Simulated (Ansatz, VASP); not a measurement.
## CoO: VASP beside Ansatz

Contents of INCAR:

```
SYSTEM = CoO
PREC = Accurate
ENCUT = 520
EDIFF = 1E-7
ISMEAR = -1
SIGMA = 0.05
LREAL = .False.
LASPH = .True.
NELM = 150
ALGO = Normal
ISIF = 2
LWAVE = .False.
LCHARG = .True.
ISPIN = 2
MAGMOM = 2 2 0 0
LORBIT = 11
LMAXMIX = 4
LELF = .True.
LVHAR = .True.
NBANDS = 27
```

File KPOINTS:

```
Automatic mesh
0
Gamma
  10 10 5
  0 0 0
```

File POSCAR:

```
CoO
1.0
    3.1976457435      0.0000000000      0.0000000000
   -1.5988228718      2.7692424462      0.0000000000
    0.0000000000      0.0000000000      5.2287097100
Co O
2 2
Direct
    0.3333333333      0.6666666667      0.5033624100
    0.0000000000      0.0000000000      0.0034741400
    0.3333333333      0.6666666667      0.8715556000
    0.0000000000      0.0000000000      0.3716088500
```

input.yaml

```yaml
crystal:
  lattice:
    - [3.1976457435, 0.0, 0.0]
    - [-1.5988228718, 2.7692424462, 0.0]
    - [0.0, 0.0, 5.22870971]
  atoms:
    - { symbol: Co, position: [0.3333333333, 0.6666666667, 0.50336241], spin: 2.0 }
    - { symbol: Co, position: [0.0, 0.0, 0.00347414], spin: 2.0 }
    - { symbol: O, position: [0.3333333333, 0.6666666667, 0.8715556] }
    - { symbol: O, position: [0.0, 0.0, 0.37160885] }
hamiltonian:
  xc: lda
  pseudopotentials: { kind: paw }
magnetization:
  spin_polarized: true
kpoints:
  mp_grid: { grid: [10, 10, 5] }
scf:
  occupations: { method: fermi_dirac, width: 0.05 }
output:
  forces: true
  stress: true
  eigenvalues: true
  write_density: true
  write_potential: true
  elf: true
  volumetric_format: npy
```

Alike in both runs: task single point; functional LDA; k mesh 10 × 10 × 5; occupations fermi-dirac, width 0.05 eV; collinear spin.

```csv
,VASP,Ansatz
version,VASP 6.6.1,Ansatz 0.2.0
potentials or method,"VASP PAW LDA potentials, release 64 (Co, O)",Ansatz PAW
plane-wave cutoff (eV),520,420
valence electrons in the cell,30,46
```

Ansatz gave:

```
gap on the k mesh at the Fermi level (eV)                     : none
pressure (GPa)                                                : -18.0
traceless stress, the component that is largest in VASP (GPa) : 1.71
rms of the force components (eV/Å)                            : 0.026
net moment per atom (μB)                                      : 0.00
size of the moment on the site where the two differ most (μB) : 1.98
```

Estimate VASP's values.

gap on the k mesh at the Fermi level (eV): none; pressure (GPa): -16.3; traceless stress, the component that is largest in VASP (GPa): 2.66; rms of the force components (eV/Å): 0.139; net moment per atom (μB): 1.32; size of the moment on the site where the two differ most (μB): 2.27.

The net moments are unlike, so the other rows may belong to different states. LDA's correlation is that of Perdew and Zunger in VASP and of Perdew and Wang (1992) in Ansatz. Site moments also hang on the region over which each program counts them. Atom by atom the forces differ by 0.164 eV/Å (rms over components). A gap of «none» marks a metal or a gap that the smearing closes. VASP's potentials hold 30 valence electrons a cell and Ansatz's 46, so a difference there can come from the potentials and not from the codes.
